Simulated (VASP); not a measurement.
A run of VASP 6.6.1 is set up as follows.

INCAR

```
  ALGO = Fast
  EDIFF = 1E-6
  ENCUT = 520
  GGA = PS
  ISIF = 2
  ISMEAR = 0
  LASPH = T
  LCHARG = F
  LREAL = F
  LWAVE = F
  NBANDS = 12
  NELM = 100
  PREC = Accurate
  SIGMA = 0.15
```

File KPOINTS:

```
k-points
0
Gamma
  20 20 20
```

The input POSCAR:

```
Ti
1.0
    0.0888125000      2.0300000000      2.0300000000
    2.0300000000      0.0888125000      2.0300000000
    2.1188125000      2.1188125000      0.0000000000
Ti
1
Direct
    0.0000000000      0.0000000000      0.0000000000
```

Potentials or basis: VASP PAW PBE potentials, release 64 (Ti_sv).

Launch:

```console
$ cat potpaw_PBE.64/Ti_sv/POTCAR > POTCAR
$ mpirun -np 1 vasp_std > vasp.out
```

**Question.** What does it give for the pressure?

**Answer.** -0.4 GPa.

**Question.** Estimate the band gap on the k mesh.

**Answer.** Zero (band 6 reaches 9.20 eV, above the bottom of band 7 at 8.05 eV).

Stress tensor (GPa, compression positive):
```
-0.23 -4.94  0.00
-4.94 -0.23  0.00
 0.00  0.00 -0.72
```

Caveat: the cell differs from its parent crystal (strain +0.0875 x Voigt [0, 0, 0, 0, 0, 1]); the PAW data sets were made with another functional, which shifts forces and pressure a little.
